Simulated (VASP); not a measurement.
# LaTe4 (P4mm) in VASP: notebook

The runs below take LaTe4 through single point, with PBE.

Everything below comes from runs of VASP 6.6.1. Logs are shortened: lines on timing, memory, paths and dates and some standing lists are left out, and cuts for length are marked.

**1. The cell of the first run**

Symmetry: P4mm, No. 99, tetragonal system. Conventional cell: a = 4.491 Å, b = 4.491 Å, c = 9.163 Å, α = 90.00°, β = 90.00°, γ = 90.00°. Within 4.0 Å of La (site symmetry 4mm) lie 9 Te at 3.00 to 3.84 Å. Te (site symmetry 2mm) has 4 Te at 3.18 Å and 2 La at 3.27 Å within 4.2 Å. Within 4.3 Å of Te (site symmetry 4mm) lie 4 Te at 3.28 Å and 4 La at 3.84 Å. Within 4.0 Å of Te (site symmetry 4mm) lie 1 La at 3.00 Å and 4 Te at 3.28 Å.

**2. Single point, PBE**

Contents of INCAR:

```
SYSTEM = LaTe4
  ALGO = Normal
  EDIFF = 1E-6
  ENCUT = 520
  GGA = PE
  ISIF = 2
  ISMEAR = 0
  LASPH = .True.
  LCHARG = .True.
  LELF = .True.
  LREAL = .False.
  LVHAR = .True.
  LWAVE = .False.
  NBANDS = 26
  NELM = 80
  PREC = Accurate
  SIGMA = 0.1
```

Contents of KPOINTS:

```
k-points
0
Gamma
  4 4 2
  0 0 0
```

Contents of POSCAR:

```
LaTe4
1.0
    4.4914104685      0.0000000000      0.0000000000
    0.0000000000      4.4914104685      0.0000000000
    0.0000000000      0.0000000000      9.1634864208
La Te
1 4
Direct
    0.0000000000      0.0000000000      0.4350720514
    0.5000000000      0.0000000000      0.1757287692
    0.0000000000      0.5000000000      0.1757287692
    0.5000000000      0.5000000000      0.6714251246
    0.0000000000      0.0000000000      0.7627270657
```

Potentials or basis: VASP PAW PBE potentials, release 64 (La, Te).

On the command line:

```sh
$ cat potpaw_PBE.64/La/POTCAR potpaw_PBE.64/Te/POTCAR > POTCAR
$ mpirun -np 1 vasp_std > vasp.out
```

OUTCAR:

```text
SYSTEM = LaTe4
   EDIFF = 1E-6
   ENCUT = 520
   GGA = PE
   ISIF = 2
   ISMEAR = 0
   LASPH = .True.
   LREAL = .False.
   NELM = 80
   PREC = Accurate

 ion  position               nearest neighbor table
   1  0.000  0.000  0.435-   5 3.00   3 3.27   2 3.27   3 3.27   2 3.27
   2  0.500  0.000  0.176-   3 3.18   3 3.18   3 3.18   3 3.18   1 3.27   1 3.27
   3  0.000  0.500  0.176-   2 3.18   2 3.18   2 3.18   2 3.18   1 3.27   1 3.27
   4  0.500  0.500  0.671-   5 3.28   5 3.28   5 3.28   5 3.28
   5  0.000  0.000  0.763-   1 3.00   4 3.28   4 3.28   4 3.28   4 3.28

  LATTYP: Found a simple tetragonal cell.
 ALAT       =     4.4914104685
 C/A-ratio  =     2.0402246655

  Lattice vectors:

 A1 = (   4.4914104685,   0.0000000000,   0.0000000000)
 A2 = (   0.0000000000,   4.4914104685,   0.0000000000)
 A3 = (   0.0000000000,   0.0000000000,   9.1634864208)

Analysis of symmetry for initial positions (statically):
=====================================================================
 Subroutine PRICEL returns:
 Original cell was already a primitive cell.

 Routine SETGRP: Setting up the symmetry group for a
 simple tetragonal supercell.

 Subroutine GETGRP returns: Found  8 space group operations
 (whereof  8 operations were pure point group operations)
 out of a pool of 16 trial point group operations.

The static configuration has the point symmetry C_4v.

Analysis of symmetry for dynamics (positions and initial velocities):
=====================================================================
 Subroutine PRICEL returns:
 Original cell was already a primitive cell.

 Routine SETGRP: Setting up the symmetry group for a
 simple tetragonal supercell.

 Subroutine GETGRP returns: Found  8 space group operations
 (whereof  8 operations were pure point group operations)
 out of a pool of 16 trial point group operations.

The dynamic configuration has the point symmetry C_4v.

 Subroutine INISYM returns: Found  8 space group operations
 (whereof  8 operations are pure point group operations),
 and found     1 'primitive' translations

----------------------------------------------------------------------------------------

                                     Primitive cell

  volume of cell :     184.8529

  direct lattice vectors                    reciprocal lattice vectors
     4.491410468  0.000000000  0.000000000     0.222647208  0.000000000  0.000000000
     0.000000000  4.491410468  0.000000000     0.000000000  0.222647208  0.000000000
     0.000000000  0.000000000  9.163486421     0.000000000  0.000000000  0.109128770

  length of vectors
     4.491410468  4.491410468  9.163486421     0.222647208  0.222647208  0.109128770

  position of ions in fractional coordinates (direct lattice)
     0.000000000  0.000000000  0.435072051
     0.500000000  0.000000000  0.175728769
     0.000000000  0.500000000  0.175728769
     0.500000000  0.500000000  0.671425125
     0.000000000  0.000000000  0.762727066

  ion indices of the primitive-cell ions
   primitive index   ion index
                 1           1
                 2           2
                 3           3
                 4           4
                 5           5

----------------------------------------------------------------------------------------

 KPOINTS: k-points

Automatic generation of k-mesh.
 Grid dimensions read from file:
 generate k-points for:    4    4    2

 Generating k-lattice:

  Cartesian coordinates                     Fractional coordinates (reciprocal lattice)
     0.055661802  0.000000000  0.000000000     0.250000000  0.000000000  0.000000000
     0.000000000  0.055661802  0.000000000     0.000000000  0.250000000  0.000000000
     0.000000000  0.000000000  0.054564385     0.000000000  0.000000000  0.500000000

  Length of vectors
     0.055661802  0.055661802  0.054564385

  Shift w.r.t. Gamma in fractional coordinates (k-lattice)
     0.000000000  0.000000000  0.000000000

 Subroutine IBZKPT returns following result:
 ===========================================

 Found     12 irreducible k-points:

 Following reciprocal coordinates:
            Coordinates               Weight
  0.000000  0.000000  0.000000      1.000000
  0.250000  0.000000  0.000000      4.000000
  0.500000  0.000000  0.000000      2.000000
  0.250000  0.250000  0.000000      4.000000
  0.500000  0.250000  0.000000      4.000000
  0.500000  0.500000  0.000000      1.000000
  0.000000  0.000000  0.500000      1.000000
  0.250000  0.000000  0.500000      4.000000
  0.500000  0.000000  0.500000      2.000000
  0.250000  0.250000  0.500000      4.000000
  0.500000  0.250000  0.500000      4.000000
  0.500000  0.500000  0.500000      1.000000
   k-points           NKPTS =     12   k-points in BZ     NKDIM =     12   number of bands    NBANDS=     26
   number of dos      NEDOS =    301   number of ions     NIONS =      5
   total plane-waves  NPLWV =  90720
   dimension x,y,z NGX =    36 NGY =   36 NGZ =   70
   dimension x,y,z NGXF=    72 NGYF=   72 NGZF=  140
   ions per type =               1   4
   NGX,Y,Z   is equivalent  to a cutoff of  13.33, 13.33, 12.70 a.u.
   NGXF,Y,Z  is equivalent  to a cutoff of  26.65, 26.65, 25.40 a.u.
 SYSTEM =  LaTe4
   PREC   = accura    normal or accurate (medium, high low for compatibility)
   ISTART =      0    job   : 0-new  1-cont  2-samecut
   ICHARG =      2    charge: 1-file 2-atom 10-const
   ISPIN  =      1    spin polarized calculation?
   LNONCOLLINEAR =      F non collinear calculations
   LSORBIT =      F    spin-orbit coupling
   LASPH  =      T    aspherical Exc in radial PAW
   ENCUT  =  520.0 eV  38.22 Ry    6.18 a.u.   8.35  8.35 17.04*2*pi/ulx,y,z
   NELM   =     80;   NELMIN=  2; NELMDL= -5     # of ELM steps
   EDIFF  = 0.1E-05   stopping-criterion for ELM
   LREAL  =      F    real-space projection
   EDIFFG = 0.1E-04   stopping-criterion for IOM
   NSW    =      0    number of steps for IOM
   IBRION =     -1    ionic relax: 0-MD 1-quasi-New 2-CG
   NFREE  =      0    steps in history (QN), initial steepest desc. (CG)
   ISIF   =      2    stress and relaxation
   ISYM   =      2    0-nonsym 1-usesym 2-fastsym
   POTIM  = 0.5000    time-step for ionic-motion
   TEBEG  =    0.0;   TEEND  =   0.0 temperature during run
   PSTRESS=    0.0 pullay stress
   NELECT =      35.0000    total number of electrons
   NUPDOWN=      -1.0000    fix difference up-down
   EMIN   =  10.00;   EMAX   =-10.00  energy-range for DOS
   EFERMI =   0.00;   METHOD = LEGACY
   ISMEAR =     0;   SIGMA  =   0.10  broadening in eV -4-tet -1-fermi 0-gaus
   EFERMI_NEDOS =   21; number of points for ismear=-14 and -15
   IALGO  =     38    algorithm
   IMIX   =      4    mixing-type and parameters
     AMIX     =   0.40;   BMIX     =  1.00
     AMIX_MAG =   1.60;   BMIX_MAG =  1.00
  volume/ion in A,a.u.               =      36.97       249.49
  Fermi-wavevector in a.u.,A,eV,Ry     =   0.940060  1.776455 12.023635  0.883712
  Thomas-Fermi vector in A             =   2.067434
   LORBIT       =      0    0 simple, 1 ext, 2 COOP (PROOUT), +10 PAW based schemes
   GGA     = PE    functional components
   LHFCALC =     F    Hartree Fock is set to
   AEXX    =    0.0000 exact exchange contribution
   IVDW    =     0    specifies the selected vdW correction
   LEPSILON=     F    determine dielectric tensor
   LRPA    =     F    only Hartree local field effects (RPA)
 non-spin polarized calculation
 Gauss-broadening in eV      SIGMA  =   0.10
  energy-cutoff  :      520.00
  volume of cell :      184.85
 maximum number of plane-waves:      5006
 NGX is ok and might be reduce to    36
   NGX = 17   NGY = 17   NGZ = 35

 number of electron      34.9999998 magnetization

 Free energy of the ion-electron system (eV)
  ---------------------------------------------------
  ext. energy  EPLUGINS =         0.00000000
  ---------------------------------------------------
  free energy    TOTEN  =       -20.29509083 eV

  energy without entropy =      -20.27745775  energy(sigma->0) =      -20.28627429

 E-fermi :   5.6889     XC(G=0):  -8.7695

 val. band max:        5.6345259905   @ k =   0.2500   0.0000   0.5000
 cond. band min:       5.7693253571   @ k =   0.2500   0.0000   0.5000
 fundamental gap:      0.1347993666
 Fermi energy:         5.6888741625

 k-point     1 :       0.0000    0.0000    0.0000
  band No.  band energies     occupation
      1     -27.4118      2.00000
      2     -11.3635      2.00000
      3     -11.0987      2.00000
      4     -11.0987      2.00000
      5      -7.0788      2.00000
      6      -6.4252      2.00000
[... 18 lines left out ...]
     25       7.5150      0.00000
     26       7.6747      0.00000

 k-point     2 :       0.2500    0.0000    0.0000
  band No.  band energies     occupation
      1     -27.4081      2.00000
      2     -11.3295      2.00000
      3     -11.1932      2.00000
      4     -11.0918      2.00000
      5      -6.6950      2.00000
      6      -6.1293      2.00000
[... 18 lines left out ...]
     25       7.5085      0.00000
     26       7.5731      0.00000

 k-point     3 :       0.5000    0.0000    0.0000
  band No.  band energies     occupation
      1     -27.4045      2.00000
      2     -11.2902      2.00000
      3     -11.2886      2.00000
      4     -11.0849      2.00000
      5      -5.6996      2.00000
      6      -5.6299      2.00000
[... 224 lines left out ...]
 k-point    11 :       0.5000    0.2500    0.5000
  band No.  band energies     occupation
      1     -27.4009      2.00000
      2     -11.2753      2.00000
      3     -11.2668      2.00000
      4     -11.1713      2.00000
      5      -5.4685      2.00000
      6      -5.4428      2.00000
[... 18 lines left out ...]
     25       7.5504      0.00000
     26       7.7467      0.00000

 k-point    12 :       0.5000    0.5000    0.5000
  band No.  band energies     occupation
      1     -27.3972      2.00000
      2     -11.2621      2.00000
      3     -11.2621      2.00000
      4     -11.2353      2.00000
      5      -5.2603      2.00000
      6      -5.2603      2.00000
[... 18 lines left out ...]
     25       7.5432      0.00000
     26       7.6325      0.00000

------------------------ aborting loop because EDIFF is reached ----------------------------------------

  FORCE on cell =-STRESS in cart. coord.  units (eV):
  Direction    XX          YY          ZZ          XY          YZ          ZX
  --------------------------------------------------------------------------------------
  -------------------------------------------------------------------------------------
  Total       -0.0416537     -0.0416537      0.1112460      0.0000000      0.0000000      0.0000000
  in kB       -0.3610251     -0.3610251      0.9642034      0.0000000      0.0000000      0.0000000
  external PRESSURE =       0.0807177 kB  Pullay stress =       0.0000000 kB

 VOLUME and BASIS-vectors are now :
 -----------------------------------------------------------------------------
  energy-cutoff  :      520.00
  volume of cell :      184.85
      direct lattice vectors                 reciprocal lattice vectors
     4.491410468  0.000000000  0.000000000     0.222647208  0.000000000  0.000000000
     0.000000000  4.491410468  0.000000000     0.000000000  0.222647208  0.000000000
     0.000000000  0.000000000  9.163486421     0.000000000  0.000000000  0.109128770

 POSITION                                       TOTAL-FORCE (eV/Angst)
 -----------------------------------------------------------------------------------
      0.00000      0.00000      3.98678         0.000000      0.000000     -0.005730
      2.24571      0.00000      1.61029        -0.000000      0.000000      0.005210
      0.00000      2.24571      1.61029         0.000000      0.000000      0.005210
      2.24571      2.24571      6.15260         0.000000     -0.000000      0.001009
      0.00000      0.00000      6.98924         0.000000      0.000000     -0.005700
 -----------------------------------------------------------------------------------
    total drift:                               -0.000000      0.000000     -0.001907

  FREE ENERGIE OF THE ION-ELECTRON SYSTEM (eV)
  ---------------------------------------------------
  free  energy   TOTEN  =       -20.2950908290 eV

  energy  without entropy=      -20.2774577450  energy(sigma->0) =      -20.28627429
```

It took 2.1 min on 1 thread of Oxide Virtual Turin-like, shared host; peak memory 0.28 GiB.

What came out:

```
Free energy   : -20.2951 eV
Pressure      : 0.0 GPa
Largest force : 0.006 eV/Å
```

Forces in eV/Å, atoms in the order of the input:
```
La   0.000  0.000 -0.006
Te   0.000  0.000  0.005
Te   0.000  0.000  0.005
Te   0.000  0.000  0.001
Te   0.000  0.000 -0.006
```

Caveat: spin-orbit coupling is left out, which moves the levels of the heavy elements.

**3. Single point, PBE**

This run uses another cell than the first one, of 37.66 Å³/atom, 1.019 times its volume.

Contents of INCAR:

```
  PREC = Accurate
  ENCUT = 520
  EDIFF = 1E-7
  ISMEAR = 0
  SIGMA = 0.1
  LREAL = False
  LASPH = True
  NELM = 60
  ALGO = Normal
  ISIF = 2
  LWAVE = False
  LCHARG = False
  GGA = PE
  NBANDS = 26
```

Contents of KPOINTS:

```
Automatic mesh
0
Gamma
  4 4 2
```

Contents of POSCAR:

```
LaTe4
1.0
    4.8263813600      0.0000000000      0.0000000000
    0.0000000000      4.8263813600      0.0000000000
    0.0000000000      0.0000000000      8.0825863700
La Te
1 4
Direct
    0.0000000000      0.0000000000      0.3957144200
    0.5000000000      0.0000000000      0.1356164700
    0.0000000000      0.5000000000      0.1356164700
    0.5000000000      0.5000000000      0.7674948600
    0.0000000000      0.0000000000      0.7862395600
```

Potentials or basis: VASP PAW PBE potentials, release 64 (La, Te).

On the command line:

```sh
$ cat potpaw_PBE.64/La/POTCAR potpaw_PBE.64/Te/POTCAR > POTCAR
$ mpirun -np 1 vasp_std > vasp.out
```

Run time: 92 s. Hardware: 1 thread of Oxide Virtual Turin-like, shared host; peak memory 0.25 GiB.

The run converged. Its results:

```yaml
Free_energy: -19.4283 eV
Pressure: -1.8 GPa
Largest_force: 0.726 eV/Å
```

Forces on the atoms (eV/Å):
```
La   0.000  0.000  0.088
Te   0.000  0.000  0.514
Te   0.000  0.000  0.514
Te   0.000  0.000 -0.726
Te   0.000  0.000 -0.389
```

Stress tensor (GPa, compression positive):
```
-3.34  0.00  0.00
 0.00 -3.34  0.00
 0.00  0.00  1.38
```

Levels at points of the mesh, in eV from the Fermi level:
```csv
k point,band 13,band 14,band 15,band 16,band 17,band 18,band 19,band 20,band 21,band 22
"(0.00, 0.00, 0.00)",-2.60,-1.37,-0.94,-0.35,0.77,0.77,1.57,1.57,1.62,1.71
"(0.50, 0.00, 0.00)",-1.79,-1.77,-1.31,-1.30,-0.94,-0.83,-0.64,0.00,1.86,1.92
"(0.50, 0.50, 0.00)",-1.64,-1.26,-1.22,-1.22,0.94,1.86,1.86,1.91,1.91,1.96
"(0.00, 0.00, 0.50)",-2.38,-1.71,-1.42,-0.70,0.68,0.68,1.57,1.57,1.80,1.90
"(0.50, 0.00, 0.50)",-1.80,-1.79,-0.99,-0.98,-0.94,-0.76,-0.41,-0.16,1.76,1.91
"(0.50, 0.50, 0.50)",-1.41,-1.41,-0.80,-0.79,0.94,1.36,1.82,1.82,1.94,1.94
```

Caveat: the k points lie up to 0.39 Å⁻¹ apart; spin-orbit coupling is left out, which moves the levels of the heavy elements.

[end of part 1 of 2]
